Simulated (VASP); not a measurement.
A run of VASP 6.6.1:

Contents of INCAR:

```
SYSTEM = GaSb
  PREC = Accurate
  ENCUT = 520
  EDIFF = 1E-7
  ISMEAR = 0
  SIGMA = 0.15
  LREAL = .FALSE.
  LASPH = .TRUE.
  NELM = 80
  ALGO = Normal
  ISIF = 2
  LWAVE = .FALSE.
  LCHARG = .TRUE.
  GGA = PS
  LELF = .TRUE.
  LVHAR = .TRUE.
  NBANDS = 46
```

File KPOINTS:

```
Automatic mesh
0
G
  10 10 10
  0 0 0
```

Contents of POSCAR:

```
GaSb
1.0
    6.1112281945      0.0000000000      0.0000000000
    0.0000000000     -6.1112281945      0.0000000000
    0.0000000000      0.0000000000     -6.1112281945
Ga Sb
4 4
Direct
    0.0000000000      0.0000000000      0.0000000000
    0.5000000000      0.5000000000      0.0000000000
    0.5000000000      0.0000000000      0.5000000000
    0.0000000000      0.5000000000      0.5000000000
    0.7500000000      0.7500000000      0.7500000000
    0.2500000000      0.2500000000      0.7500000000
    0.2500000000      0.7500000000      0.2500000000
    0.7500000000      0.2500000000      0.2500000000
```

Potentials or basis: VASP PAW PBE potentials, release 64 (Ga_d, Sb).

Command:

```console
$ cat potpaw_PBE.64/Ga_d/POTCAR potpaw_PBE.64/Sb/POTCAR > POTCAR
$ mpirun -np 1 vasp_std > vasp.out
```

Hardware: 1 thread of Intel(R) Xeon(R) Platinum 8488C (Sapphire Rapids), with other jobs on the host.

Question: Estimate the wall time of this run.

Answer: Wall time 6 min on 1 thread of Intel(R) Xeon(R) Platinum 8488C (Sapphire Rapids), with other jobs on the host, peak memory 0.62 GiB. Counts: scf iterations 15, k points 56.
